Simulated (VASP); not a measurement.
# LiMgBN2 (I-4m2) in VASP: a series of runs

LiMgBN2 is run at these levels: PBEsol; tasks: single point.

All numbers are computed with VASP 6.6.1; they aren't measurements. Logs are shortened: lines on timing, memory, paths and dates and some standing lists are left out, and cuts for length are marked.

## (1) The cell of the first run

Symmetry: I-4m2, No. 119, tetragonal system. The conventional cell has a = 3.688 Å, b = 3.688 Å, c = 8.636 Å, α = 90.00°, β = 90.00°, γ = 90.00°. Within 2.7 Å of Li (site symmetry -4m2) lie 4 N at 2.03 Å and 4 Mg at 2.61 Å. Within 2.7 Å of Mg (site symmetry -4m2) lie 4 N at 2.03 Å and 4 Li at 2.61 Å. B (site symmetry -4m2) has 2 N at 1.31 Å within 1.8 Å. N (site symmetry 2mm) has 1 B at 1.31 Å within 1.8 Å.

## (2) Single point, PBEsol (atoms shifted along a free coordinate)

INCAR

```
PREC = Accurate
ENCUT = 520
EDIFF = 1E-6
ISMEAR = 0
SIGMA = 0.05
LREAL = False
LASPH = True
NELM = 80
ALGO = Normal
ISIF = 2
LWAVE = False
LCHARG = True
GGA = PS
LELF = True
LVHAR = True
NBANDS = 17
```

KPOINTS

```
regular mesh
0
Gamma
  8 8 8
```

POSCAR

```
LiMgBN2
1.0
   -1.8441306648      1.8441306648      4.3180788837
    1.8441306648     -1.8441306648      4.3180788837
    1.8441306648      1.8441306648     -4.3180788837
Li Mg B N
1 1 1 2
Direct
    0.2500000000      0.7500000000      0.5000000000
    0.7500000000      0.2500000000      0.5000000000
    0.5000000000      0.5000000000      0.0000000000
    0.6517393865      0.6517393865      0.0000000000
    0.3482606135      0.3482606135      0.0000000000
```

Potentials or basis: VASP PAW PBE potentials, release 64 (Li_sv, Mg, B, N).

Run with:

```console
cat potpaw_PBE.64/Li_sv/POTCAR potpaw_PBE.64/Mg/POTCAR potpaw_PBE.64/B/POTCAR potpaw_PBE.64/N/POTCAR > POTCAR
mpirun -np 1 vasp_std > vasp.out
```

OUTCAR:

```text
PREC = Accurate
   ENCUT = 520
   EDIFF = 1E-6
   ISMEAR = 0
   LREAL = False
   LASPH = True
   NELM = 80
   ISIF = 2
   GGA = PS

 ion  position               nearest neighbor table
   1  0.250  0.750  0.500-   5 2.03   4 2.03   5 2.03   4 2.03   2 2.61   2 2.61   2 2.61   2 2.61

   2  0.750  0.250  0.500-   5 2.03   4 2.03   5 2.03   4 2.03   1 2.61   1 2.61   1 2.61   1 2.61
                             3 2.84   3 2.84   3 2.84   3 2.84
   3  0.500  0.500  0.000-   4 1.31   5 1.31   2 2.84   2 2.84   2 2.84   2 2.84
   4  0.652  0.652  0.000-   3 1.31   2 2.03   1 2.03   1 2.03   2 2.03
   5  0.348  0.348  0.000-   3 1.31   1 2.03   2 2.03   2 2.03   1 2.03

  LATTYP: Found a body centered tetragonal cell.
 ALAT       =     3.6882613296
 C/A-ratio  =     2.3415254494

  Lattice vectors:

 A1 = (  -1.8441306648,   1.8441306648,   4.3180788837)
 A2 = (   1.8441306648,  -1.8441306648,   4.3180788837)
 A3 = (   1.8441306648,   1.8441306648,  -4.3180788837)

Analysis of symmetry for initial positions (statically):
=====================================================================
 Subroutine PRICEL returns:
 Original cell was already a primitive cell.

 Routine SETGRP: Setting up the symmetry group for a
 body centered tetragonal supercell.

 Subroutine GETGRP returns: Found  8 space group operations
 (whereof  8 operations were pure point group operations)
 out of a pool of 16 trial point group operations.

The static configuration has the point symmetry D_2d.

Analysis of symmetry for dynamics (positions and initial velocities):
=====================================================================
 Subroutine PRICEL returns:
 Original cell was already a primitive cell.

 Routine SETGRP: Setting up the symmetry group for a
 body centered tetragonal supercell.

 Subroutine GETGRP returns: Found  8 space group operations
 (whereof  8 operations were pure point group operations)
 out of a pool of 16 trial point group operations.

The dynamic configuration has the point symmetry D_2d.

 Subroutine INISYM returns: Found  8 space group operations
 (whereof  8 operations are pure point group operations),
 and found     1 'primitive' translations

----------------------------------------------------------------------------------------

                                     Primitive cell

  volume of cell :      58.7400

  direct lattice vectors                    reciprocal lattice vectors
    -1.844130665  1.844130665  4.318078884     0.000000000  0.271130462  0.115792234
     1.844130665 -1.844130665  4.318078884     0.271130462  0.000000000  0.115792234
     1.844130665  1.844130665 -4.318078884     0.271130462  0.271130462  0.000000000

  length of vectors
     5.044545675  5.044545675  5.044545675     0.294821249  0.294821249  0.383436377

  position of ions in fractional coordinates (direct lattice)
     0.250000000  0.750000000  0.500000000
     0.750000000  0.250000000  0.500000000
     0.500000000  0.500000000  0.000000000
     0.651739386  0.651739386  0.000000000
     0.348260614  0.348260614  0.000000000

  ion indices of the primitive-cell ions
   primitive index   ion index
                 1           1
                 2           2
                 3           3
                 4           4
                 5           5

----------------------------------------------------------------------------------------

 KPOINTS: regular mesh

Automatic generation of k-mesh.
 Grid dimensions read from file:
 generate k-points for:    8    8    8

 Generating k-lattice:

  Cartesian coordinates                     Fractional coordinates (reciprocal lattice)
     0.000000000  0.033891308  0.014474029     0.125000000  0.000000000  0.000000000
     0.033891308  0.000000000  0.014474029     0.000000000  0.125000000  0.000000000
     0.033891308  0.033891308  0.000000000     0.000000000  0.000000000  0.125000000

  Length of vectors
     0.036852656  0.036852656  0.047929547

  Shift w.r.t. Gamma in fractional coordinates (k-lattice)
     0.000000000  0.000000000  0.000000000

 Subroutine IBZKPT returns following result:
 ===========================================

 Found     59 irreducible k-points:

 Following reciprocal coordinates:
            Coordinates               Weight
  0.000000  0.000000  0.000000      1.000000
  0.125000  0.000000  0.000000      8.000000
  0.250000  0.000000  0.000000      8.000000
  0.375000  0.000000  0.000000      8.000000
  0.500000  0.000000  0.000000      4.000000
  0.125000  0.125000  0.000000      8.000000
[... 16 lines left out ...]
  0.250000  0.125000  0.125000     16.000000
  0.375000  0.125000  0.125000      8.000000
 [... further k-points ...]
   k-points           NKPTS =     59   k-points in BZ     NKDIM =     59   number of bands    NBANDS=     17
   number of dos      NEDOS =    301   number of ions     NIONS =      5
   total plane-waves  NPLWV =  64000
   dimension x,y,z NGX =    40 NGY =   40 NGZ =   40
   dimension x,y,z NGXF=    80 NGYF=   80 NGZF=   80
   ions per type =               1   1   1   2
   NGX,Y,Z   is equivalent  to a cutoff of  13.18, 13.18, 13.18 a.u.
   NGXF,Y,Z  is equivalent  to a cutoff of  26.36, 26.36, 26.36 a.u.
 SYSTEM =  unknown system
   PREC   = accura    normal or accurate (medium, high low for compatibility)
   ISTART =      0    job   : 0-new  1-cont  2-samecut
   ICHARG =      2    charge: 1-file 2-atom 10-const
   ISPIN  =      1    spin polarized calculation?
   LNONCOLLINEAR =      F non collinear calculations
   LSORBIT =      F    spin-orbit coupling
   LASPH  =      T    aspherical Exc in radial PAW
   ENCUT  =  520.0 eV  38.22 Ry    6.18 a.u.   9.38  9.38  9.38*2*pi/ulx,y,z
   NELM   =     80;   NELMIN=  2; NELMDL= -5     # of ELM steps
   EDIFF  = 0.1E-05   stopping-criterion for ELM
   LREAL  =      F    real-space projection
   EDIFFG = 0.1E-04   stopping-criterion for IOM
   NSW    =      0    number of steps for IOM
   IBRION =     -1    ionic relax: 0-MD 1-quasi-New 2-CG
   NFREE  =      0    steps in history (QN), initial steepest desc. (CG)
   ISIF   =      2    stress and relaxation
   ISYM   =      2    0-nonsym 1-usesym 2-fastsym
   POTIM  = 0.5000    time-step for ionic-motion
   TEBEG  =    0.0;   TEEND  =   0.0 temperature during run
   PSTRESS=    0.0 pullay stress
   NELECT =      18.0000    total number of electrons
   NUPDOWN=      -1.0000    fix difference up-down
   EMIN   =  10.00;   EMAX   =-10.00  energy-range for DOS
   EFERMI =   0.00;   METHOD = LEGACY
   ISMEAR =     0;   SIGMA  =   0.05  broadening in eV -4-tet -1-fermi 0-gaus
   EFERMI_NEDOS =   21; number of points for ismear=-14 and -15
   IALGO  =     38    algorithm
   IMIX   =      4    mixing-type and parameters
     AMIX     =   0.40;   BMIX     =  1.00
     AMIX_MAG =   1.60;   BMIX_MAG =  1.00
  volume/ion in A,a.u.               =      11.75        79.28
  Fermi-wavevector in a.u.,A,eV,Ry     =   1.103708  2.085706 16.574240  1.218172
  Thomas-Fermi vector in A             =   2.240170
   LORBIT       =      0    0 simple, 1 ext, 2 COOP (PROOUT), +10 PAW based schemes
   GGA     = PS    functional components
   LHFCALC =     F    Hartree Fock is set to
   AEXX    =    0.0000 exact exchange contribution
   IVDW    =     0    specifies the selected vdW correction
   LEPSILON=     F    determine dielectric tensor
   LRPA    =     F    only Hartree local field effects (RPA)
 non-spin polarized calculation
 Gauss-broadening in eV      SIGMA  =   0.05
  energy-cutoff  :      520.00
  volume of cell :       58.74
 maximum number of plane-waves:      1616
 NGX is ok and might be reduce to    40
   NGX = 19   NGY = 19   NGZ = 19

 number of electron      17.9999998 magnetization

 Free energy of the ion-electron system (eV)
  ---------------------------------------------------
  ext. energy  EPLUGINS =         0.00000000
  ---------------------------------------------------
  free energy    TOTEN  =       -32.56324415 eV

  energy without entropy =      -32.56324415  energy(sigma->0) =      -32.56324415

 E-fermi :   1.4959     XC(G=0):  -9.1097

 val. band max:        1.2989012710   @ k =   0.5000   0.5000   0.5000
 cond. band min:       4.0117436571   @ k =   0.0000   0.0000   0.0000
 fundamental gap:      2.7128423861
 Fermi energy:         1.4958543709

 k-point     1 :       0.0000    0.0000    0.0000
  band No.  band energies     occupation
      1     -41.3240      2.00000
      2     -13.3016      2.00000
      3     -12.1798      2.00000
      4      -3.5614      2.00000
      5      -1.2394      2.00000
      6      -0.9620      2.00000
[... 9 lines left out ...]
     16      14.2943      0.00000
     17      14.2943      0.00000

 k-point     2 :       0.1250    0.0000    0.0000
  band No.  band energies     occupation
      1     -41.3237      2.00000
      2     -13.2546      2.00000
      3     -12.1997      2.00000
      4      -3.5269      2.00000
      5      -1.5714      2.00000
      6      -1.1541      2.00000
[... 9 lines left out ...]
     16      13.9031      0.00000
     17      14.0813      0.00000

 k-point     3 :       0.2500    0.0000    0.0000
  band No.  band energies     occupation
      1     -41.3230      2.00000
      2     -13.1311      2.00000
      3     -12.2553      2.00000
      4      -3.4660      2.00000
      5      -2.2832      2.00000
      6      -1.3295      2.00000
[... 9 lines left out ...]
     16      12.9729      0.00000
     17      13.6343      0.00000

 k-point     4 :       0.3750    0.0000    0.0000
  band No.  band energies     occupation
      1     -41.3224      2.00000
      2     -12.9850      2.00000
      3     -12.3301      2.00000
      4      -3.4716      2.00000
      5      -2.8097      2.00000
      6      -1.4065      2.00000
[... 9 lines left out ...]
     16      12.2528      0.00000
     17      14.2398      0.00000
[... 343 lines left out ...]
      1     -41.3223      2.00000
      2     -13.0164      2.00000
      3     -12.2645      2.00000
      4      -3.3587      2.00000
      5      -2.3627      2.00000
      6      -1.7280      2.00000
[... 9 lines left out ...]
     16      12.4749      0.00000
     17      13.8758      0.00000

 k-point    23 :       0.2500    0.1250    0.1250
  band No.  band energies     occupation
      1     -41.3217      2.00000
      2     -12.8961      2.00000
      3     -12.3111      2.00000
      4      -3.2645      2.00000
      5      -2.7206      2.00000
      6      -1.9137      2.00000
[... 9 lines left out ...]
     16      12.4396      0.00000
     17      14.2295      0.00000

 k-point    24 :       0.3750    0.1250    0.1250
  band No.  band energies     occupation
      1     -41.3215      2.00000
      2     -12.8390      2.00000
      3     -12.3367      2.00000
      4      -3.2521      2.00000
      5      -2.8588      2.00000
      6      -1.9413      2.00000
[... 9 lines left out ...]
     16      12.5274      0.00000
     17      14.3445      0.00000

 [... further k-points ...]
[... 5 lines left out ...]
  --------------------------------------------------------------------------------------
  -------------------------------------------------------------------------------------
  Total        2.0599235      2.0599235      5.9373096      0.0000000      0.0000000      0.0000000
  in kB       56.1859507     56.1859507    161.9445509      0.0000000      0.0000000      0.0000000
  external PRESSURE =      91.4388174 kB  Pullay stress =       0.0000000 kB

 VOLUME and BASIS-vectors are now :
 -----------------------------------------------------------------------------
  energy-cutoff  :      520.00
  volume of cell :       58.74
      direct lattice vectors                 reciprocal lattice vectors
    -1.844130665  1.844130665  4.318078884     0.000000000  0.271130462  0.115792234
     1.844130665 -1.844130665  4.318078884     0.271130462  0.000000000  0.115792234
     1.844130665  1.844130665 -4.318078884     0.271130462  0.271130462  0.000000000

 POSITION                                       TOTAL-FORCE (eV/Angst)
 -----------------------------------------------------------------------------------
      1.84413     -0.00000      2.15904         0.000000      0.000000      0.000000
     -0.00000      1.84413      2.15904         0.000000      0.000000      0.000000
      0.00000      0.00000      4.31808         0.000000      0.000000      0.000000
      0.00000      0.00000      5.62852        -0.000000     -0.000000      1.323711
      0.00000      0.00000      3.00763        -0.000000     -0.000000     -1.323711
 -----------------------------------------------------------------------------------
    total drift:                               -0.000000      0.000000     -0.000000

  FREE ENERGIE OF THE ION-ELECTRON SYSTEM (eV)
  ---------------------------------------------------
  free  energy   TOTEN  =       -32.5632441523 eV

  energy  without entropy=      -32.5632441523  energy(sigma->0) =      -32.56324415
```

It took 2.2 min on 1 thread of Intel Xeon 8259CL, shared host; peak memory 0.28 GiB.

Results:

```
Free energy            : -32.5632 eV
Largest force          : 1.324 eV/Å
Band gap on the k mesh : 2.71 eV (least direct gap 3.53 eV)
```

Forces on the atoms (eV/Å):
```
Li   0.000  0.000  0.000
Mg   0.000  0.000  0.000
B    0.000  0.000  0.000
N    0.000  0.000  1.324
N    0.000  0.000 -1.324
```

Caveat: the cell differs from its parent crystal (atoms shifted along a free coordinate); the cutoff is under 1.25 times the usual one of these potentials, so pressure, stress and relaxed cells hold a basis-set (Pulay) error; the PAW data sets were made with another functional, which shifts forces and pressure a little. A k mesh can miss the band edges.

## (3) Single point, PBEsol (atoms shifted along a free coordinate)

INCAR

```
PREC     = Accurate       # precision mode
ENCUT    = 520            # plane-wave cutoff, eV
EDIFF    = 1E-6           # SCF threshold, eV
ISMEAR   = 0              # smearing method
SIGMA    = 0.05           # smearing width, eV
LREAL    = F              # projectors in reciprocal space
LASPH    = T              # aspherical terms in the spheres
NELM     = 100            # most SCF steps
ALGO     = Normal         # electronic algorithm
ISIF     = 2              # what is computed and relaxed
LWAVE    = F              # write WAVECAR
LCHARG   = F              # write CHGCAR
GGA      = PS             # functional
NBANDS   = 17             # bands
```

KPOINTS

```
Automatic mesh
0
Gamma
  8 8 8
```

POSCAR: that of step 2 with these lines changed.

```diff
@@ -11,3 +11,3 @@
     0.5000000000      0.5000000000      0.0000000000
-    0.6517393865      0.6517393865      0.0000000000
-    0.3482606135      0.3482606135      0.0000000000
+    0.6426409604      0.6426409604      0.0000000000
+    0.3573590396      0.3573590396      0.0000000000
```

Potentials or basis: VASP PAW PBE potentials, release 64 (Li_sv, Mg, B, N).

Run with:

```console
cat potpaw_PBE.64/Li_sv/POTCAR potpaw_PBE.64/Mg/POTCAR potpaw_PBE.64/B/POTCAR potpaw_PBE.64/N/POTCAR > POTCAR
mpirun -np 1 vasp_std > vasp.out
```

It took 2.7 min on 1 thread of Intel Xeon 8259CL, shared host; peak memory 0.28 GiB.

The run converged. Its results:

```yaml
Free_energy: -31.8591 eV
Largest_force: 8.085 eV/Å
Band_gap_on_the_k_mesh: 2.86 eV (least direct gap 3.31 eV)
```

Forces on the atoms (eV/Å):
```
Li   0.000  0.000  0.000
Mg   0.000  0.000  0.000
B    0.000  0.000  0.000
N    0.000  0.000  8.085
N    0.000  0.000 -8.085
```

Levels at points of the mesh, in eV from the valence-band top:
| k point | band 7 | band 8 | band 9 | band 10 | band 11 | band 12 |
| --- | --- | --- | --- | --- | --- | --- |
| (0.00, 0.00, 0.00) | -2.57 | -1.33 | -1.33 | 2.86 | 5.92 | 8.55 |
| (0.50, 0.00, 0.00) | -2.81 | -1.15 | -0.58 | 5.93 | 6.27 | 7.89 |
| (0.50, 0.50, 0.00) | -3.51 | -1.95 | -0.56 | 4.94 | 6.57 | 7.61 |
| (0.50, 0.50, 0.50) | -3.32 | 0.00 | 0.00 | 3.31 | 6.83 | 7.38 |

Caveat: the cell differs from its parent crystal (atoms shifted along a free coordinate); the cutoff is under 1.25 times the usual one of these potentials, so pressure, stress and relaxed cells hold a basis-set (Pulay) error; the PAW data sets were made with another functional, which shifts forces and pressure a little. A k mesh can miss the band edges.

## (4) Single point, PBEsol (atoms shifted along a free coordinate)

INCAR

```
SYSTEM = LiMgBN2
PREC = Accurate
ENCUT = 520
EDIFF = 1E-7
ISMEAR = 0
SIGMA = 0.05
LREAL = .FALSE.
LASPH = .TRUE.
NELM = 100
ALGO = Normal
ISIF = 2
LWAVE = .FALSE.
LCHARG = .FALSE.
GGA = PS
NBANDS = 17
```

KPOINTS

```
Automatic mesh
0
G
  8 8 8
  0 0 0
```

POSCAR: that of step 3 with these lines changed.

```diff
@@ -11,3 +11,3 @@
     0.5000000000      0.5000000000      0.0000000000
-    0.6426409604      0.6426409604      0.0000000000
-    0.3573590396      0.3573590396      0.0000000000
+    0.6608378126      0.6608378126      0.0000000000
+    0.3391621874      0.3391621874      0.0000000000
```

Run with:

```console
cat potpaw_PBE.64/Li_sv/POTCAR potpaw_PBE.64/Mg/POTCAR potpaw_PBE.64/B/POTCAR potpaw_PBE.64/N/POTCAR > POTCAR
mpirun -np 1 vasp_std > vasp.out
```

It took 2.2 min on 1 thread of Intel Xeon 8259CL, shared host; peak memory 0.28 GiB.

It converged, with:

* Free energy: -32.3919 eV
* Largest force: 3.192 eV/Å
* Band gap on the k mesh: 2.52 eV (least direct gap 3.76 eV)

Forces on the atoms (eV/Å):
```
Li   0.000  0.000  0.000
Mg   0.000  0.000  0.000
B    0.000  0.000  0.000
N    0.000  0.000 -3.192
N    0.000  0.000  3.192
```

Levels at points of the mesh, in eV from the valence-band top:
```tsv
k point	band 5	band 6	band 7	band 8	band 9	band 10	band 11	band 12	band 13	band 14
(0.00, 0.00, 0.00)	-2.59	-2.02	-2.02	-1.66	-1.66	2.52	6.44	7.35	7.35	8.51
(0.50, 0.00, 0.00)	-4.32	-2.52	-2.35	-1.19	-0.83	4.81	5.77	6.74	8.56	9.13
(0.50, 0.50, 0.00)	-4.21	-3.36	-2.96	-2.22	-0.46	5.09	5.10	6.11	8.45	10.25
(0.50, 0.50, 0.50)	-3.95	-3.05	-3.05	0.00	0.00	3.76	6.26	6.26	7.02	8.96
```

Caveat: the cell differs from its parent crystal (atoms shifted along a free coordinate); the cutoff is under 1.25 times the usual one of these potentials, so pressure, stress and relaxed cells hold a basis-set (Pulay) error; the PAW data sets were made with another functional, which shifts forces and pressure a little. A k mesh can miss the band edges.

## (5) The runs side by side

| cell | gap on the mesh (eV) | largest force (eV/Å) |
| --- | --- | --- |
| as given, atomic positions A | 2.71 | 1.32 |
| as given, atomic positions B | 2.86 | 8.08 |
| as given, atomic positions C | 2.52 | 3.19 |

Alike in all rows: task single point; level PBEsol; potentials or basis VASP PAW PBE potentials, release 64 (Li_sv, Mg, B, N); no spin polarisation; k mesh 8 × 8 × 8; cutoff (eV) 520; smearing gaussian 0.05 eV.

Caveats: the cutoff is under 1.25 times the usual one of these potentials, so pressure, stress and relaxed cells hold a basis-set (Pulay) error; the PAW data sets were made with another functional, which shifts forces and pressure a little.

Absolute energies hang on the potentials; compare differences alone.
